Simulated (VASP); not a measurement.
# ZnS (P6_3mc) in VASP: further runs, part 2 of 2

VASP 6.6.1. The steps go on from the part before.

## (5) Single point, PBE

This run uses another cell than the first one, of the same volume but with other edges.

File INCAR:

```
SYSTEM = ZnS
PREC = Accurate
ENCUT = 520
EDIFF = 1E-7
ISMEAR = 0
SIGMA = 0.05
LREAL = .False.
LASPH = .True.
NELM = 80
ALGO = Normal
ISIF = 2
LWAVE = .False.
LCHARG = .False.
GGA = PE
NBANDS = 26
```

File KPOINTS:

```
regular mesh
0
Gamma
  9 9 4
  0 0 0
```

File POSCAR:

```
ZnS
1.0
    4.1424790287      0.0000000000      0.0000000000
   -2.0712395143      3.5874920735      0.0000000000
    0.0000000000      0.0000000000      5.4324469982
Zn S
2 2
Direct
    0.3333333333      0.6666666667      0.0052003725
    0.6666666667      0.3333333333      0.5052003725
    0.3333333333      0.6666666667      0.3930140371
    0.6666666667      0.3333333333      0.8930140371
```

Potentials or basis: VASP PAW PBE potentials, release 64 (Zn, S).

Run with:

```console
> cat potpaw_PBE.64/Zn/POTCAR potpaw_PBE.64/S/POTCAR > POTCAR
> mpirun -np 1 vasp_std > vasp.out
```

OUTCAR:

```text
SYSTEM = ZnS
   PREC = Accurate
   ENCUT = 520
   EDIFF = 1E-7
   ISMEAR = 0
   LREAL = .False.
   LASPH = .True.
   NELM = 80
   ISIF = 2
   GGA = PE

 ion  position               nearest neighbor table
   1  0.333  0.667  0.005-   3 2.11   4 2.47   4 2.47   4 2.47
   2  0.667  0.333  0.505-   4 2.11   3 2.47   3 2.47   3 2.47
   3  0.333  0.667  0.393-   1 2.11   2 2.47   2 2.47   2 2.47
   4  0.667  0.333  0.893-   2 2.11   1 2.47   1 2.47   1 2.47

  LATTYP: Found a hexagonal cell.
 ALAT       =     4.1424790287
 C/A-ratio  =     1.3114000000

  Lattice vectors:

 A1 = (   4.1424790287,   0.0000000000,   0.0000000000)
 A2 = (  -2.0712395143,   3.5874920735,   0.0000000000)
 A3 = (   0.0000000000,   0.0000000000,   5.4324469982)

Analysis of symmetry for initial positions (statically):
=====================================================================
 Subroutine PRICEL returns:
 Original cell was already a primitive cell.

 Routine SETGRP: Setting up the symmetry group for a
 hexagonal supercell.

 Subroutine GETGRP returns: Found 12 space group operations
 (whereof  6 operations were pure point group operations)
 out of a pool of 24 trial point group operations.

The static configuration has the point symmetry C_3v.
 The point group associated with its full space group is C_6v.

Analysis of symmetry for dynamics (positions and initial velocities):
=====================================================================
 Subroutine PRICEL returns:
 Original cell was already a primitive cell.

 Routine SETGRP: Setting up the symmetry group for a
 hexagonal supercell.

 Subroutine GETGRP returns: Found 12 space group operations
 (whereof  6 operations were pure point group operations)
 out of a pool of 24 trial point group operations.
[... 121 lines left out ...]
   ISMEAR =     0;   SIGMA  =   0.05  broadening in eV -4-tet -1-fermi 0-gaus
   EFERMI_NEDOS =   21; number of points for ismear=-14 and -15
   IALGO  =     38    algorithm
   IMIX   =      4    mixing-type and parameters
     AMIX     =   0.40;   BMIX     =  1.00
     AMIX_MAG =   1.60;   BMIX_MAG =  1.00
  volume/ion in A,a.u.               =      20.18       136.20
  Fermi-wavevector in a.u.,A,eV,Ry     =   1.250720  2.363518 21.283599  1.564300
  Thomas-Fermi vector in A             =   2.384701
   LORBIT       =      0    0 simple, 1 ext, 2 COOP (PROOUT), +10 PAW based schemes
   GGA     = PE    functional components
   LHFCALC =     F    Hartree Fock is set to
   AEXX    =    0.0000 exact exchange contribution
   IVDW    =     0    specifies the selected vdW correction
   LEPSILON=     F    determine dielectric tensor
   LRPA    =     F    only Hartree local field effects (RPA)
 non-spin polarized calculation
 Gauss-broadening in eV      SIGMA  =   0.05
  energy-cutoff  :      520.00
  volume of cell :       80.73
 maximum number of plane-waves:      2199
 NGX is ok and might be reduce to    32

 number of electron      36.0000005 magnetization

 Free energy of the ion-electron system (eV)
  ---------------------------------------------------
  ext. energy  EPLUGINS =         0.00000000
  ---------------------------------------------------
  free energy    TOTEN  =       -12.70671457 eV

  energy without entropy =      -12.70671457  energy(sigma->0) =      -12.70671457

 E-fermi :   2.1830     XC(G=0):  -9.4871

 val. band max:        1.9062765897   @ k =   0.0000   0.0000   0.0000
 cond. band min:       3.4055903894   @ k =   0.0000   0.0000   0.0000
 fundamental gap:      1.4993137996
 Fermi energy:         2.1829860796

 k-point     1 :       0.0000    0.0000    0.0000
  band No.  band energies     occupation
      1     -11.1770      2.00000
      2      -9.8170      2.00000
      3      -4.4738      2.00000
      4      -4.3539      2.00000
      5      -4.3539      2.00000
      6      -4.2253      2.00000
[... 685 lines left out ...]
     25      11.3472      0.00000
     26      11.3478      0.00000

 [... further k-points ...]

------------------------ aborting loop because EDIFF is reached ----------------------------------------

  FORCE on cell =-STRESS in cart. coord.  units (eV):
  Direction    XX          YY          ZZ          XY          YZ          ZX
  --------------------------------------------------------------------------------------
  -------------------------------------------------------------------------------------
  Total       -2.8134608     -2.8134608     12.6307448     -0.0000000      0.0000000      0.0000000
  in kB      -55.8347636    -55.8347636    250.6644670     -0.0000000      0.0000000      0.0000000
  external PRESSURE =      46.3316466 kB  Pullay stress =       0.0000000 kB

 VOLUME and BASIS-vectors are now :
 -----------------------------------------------------------------------------
  energy-cutoff  :      520.00
  volume of cell :       80.73
      direct lattice vectors                 reciprocal lattice vectors
     4.142479029  0.000000000  0.000000000     0.241401343  0.139373130  0.000000000
    -2.071239514  3.587492073  0.000000000     0.000000000  0.278746260  0.000000000
     0.000000000  0.000000000  5.432446998     0.000000000  0.000000000  0.184079108

 POSITION                                       TOTAL-FORCE (eV/Angst)
 -----------------------------------------------------------------------------------
     -0.00000      2.39166      0.02825        -0.000000      0.000000     -1.952172
      2.07124      1.19583      2.74447         0.000000      0.000000     -1.952172
     -0.00000      2.39166      2.13503         0.000000     -0.000000      1.952172
      2.07124      1.19583      4.85125        -0.000000      0.000000      1.952172
 -----------------------------------------------------------------------------------
    total drift:                               -0.000001     -0.000001     -0.000593

  FREE ENERGIE OF THE ION-ELECTRON SYSTEM (eV)
  ---------------------------------------------------
  free  energy   TOTEN  =       -12.7067145706 eV

  energy  without entropy=      -12.7067145706  energy(sigma->0) =      -12.70671457
```

OSZICAR:

```text
N       E                     dE             d eps       ncg     rms          rms(c)
DAV:   1     0.244756187151E+03    0.24476E+03   -0.17012E+04  1872   0.165E+03
DAV:   2     0.112881880189E+02   -0.23347E+03   -0.22405E+03  1938   0.348E+02
DAV:   3    -0.131457504901E+02   -0.24434E+02   -0.24181E+02  2220   0.112E+02
DAV:   4    -0.137477575801E+02   -0.60201E+00   -0.60078E+00  2160   0.177E+01
DAV:   5    -0.137571329320E+02   -0.93754E-02   -0.93727E-02  2302   0.214E+00    0.109E+01
DAV:   6    -0.127334614114E+02    0.10237E+01   -0.18106E+00  2878   0.383E+01    0.812E+00
DAV:   7    -0.127142659440E+02    0.19195E-01   -0.14278E+00  1988   0.692E+00    0.359E+00
DAV:   8    -0.127058915485E+02    0.83744E-02   -0.51589E-02  2280   0.208E+00    0.120E+00
DAV:   9    -0.127063694489E+02   -0.47790E-03   -0.10255E-02  2500   0.133E+00    0.265E-01
DAV:  10    -0.127064942100E+02   -0.12476E-03   -0.79583E-04  2172   0.367E-01    0.936E-02
DAV:  11    -0.127067080368E+02   -0.21383E-03   -0.33275E-04  1978   0.160E-01    0.503E-02
DAV:  12    -0.127067102610E+02   -0.22242E-05   -0.42878E-05  2430   0.880E-02    0.206E-02
DAV:  13    -0.127067125365E+02   -0.22755E-05   -0.61423E-06  2018   0.156E-02    0.208E-02
DAV:  14    -0.127067147042E+02   -0.21677E-05   -0.45372E-06  1972   0.982E-03    0.577E-03
DAV:  15    -0.127067146036E+02    0.10062E-06   -0.22578E-07  2028   0.402E-03    0.252E-03
DAV:  16    -0.127067145706E+02    0.32993E-07   -0.47896E-08  1362   0.139E-03
   1 F= -.12706715E+02 E0= -.12706715E+02  d E =-.435112E-17
```

stdout:

```text
POSCAR found type information on POSCAR ZnS
 POSCAR found :  2 types and       4 ions
 scaLAPACK will be used
 LDA part: xc-table for (Slater+PW92), standard interpolation
 POSCAR, INCAR and KPOINTS ok, starting setup
 FFT: planning ... GRIDC
 FFT: planning ... GRID_SOFT
 FFT: planning ... GRID
 WAVECAR not read
 entering main loop
```

Wall time 2 min (1 thread of Intel Xeon 8259CL, shared host); peak memory 0.23 GiB.

Results:

```
Free energy            : -12.7067 eV
Pressure               : 4.6 GPa
Largest force          : 1.952 eV/Å
Band gap on the k mesh : 1.50 eV
```

Forces in eV/Å, atoms in the order of the input:
```
Zn   0.000  0.000 -1.952
Zn   0.000  0.000 -1.952
S    0.000  0.000  1.952
S    0.000  0.000  1.952
```

Caveat: the cell stands under pressure; an odd mesh through Γ misses points on the zone boundary, where band edges can lie; forces of over 1 eV/Å act on the atoms, so gaps and moduli don't describe the material at rest.

## (6) Summary

| cell | gap on the mesh (eV) | pressure (GPa) | largest force (eV/Å) |
| --- | --- | --- | --- |
| a = 3.619, b = 3.619, c = 7.119 Å, angles 90.0, 90.0, 120.0°, 4 atoms, atomic positions A | 1.52 | 5.7 | 0.61 |
| a = 3.764, b = 3.764, c = 6.581 Å, angles 90.0, 90.0, 120.0°, 4 atoms, atomic positions B | 1.67 | 0.4 | 1.41 |
| a = 3.935, b = 3.935, c = 6.020 Å, angles 90.0, 90.0, 120.0°, 4 atoms, atomic positions C | 2.14 | 1.9 | 1.30 |
| a = 4.142, b = 4.142, c = 5.432 Å, angles 90.0, 90.0, 120.0°, 4 atoms, atomic positions A | 1.50 | 4.6 | 1.95 |

Alike in all rows: task single point; level PBE; potentials or basis VASP PAW PBE potentials, release 64 (Zn, S); no spin polarisation; k mesh 9 × 9 × 4; cutoff (eV) 520; smearing gaussian 0.05 eV.

Caveats: forces of over 1 eV/Å act on the atoms, so gaps and moduli don't describe the material at rest (at least some runs); the cell stands under pressure (at least some runs); an odd mesh through Γ misses points on the zone boundary, where band edges can lie (at least some runs).

Total energies depend on the potentials used, so only differences within one code and one set of settings carry meaning.
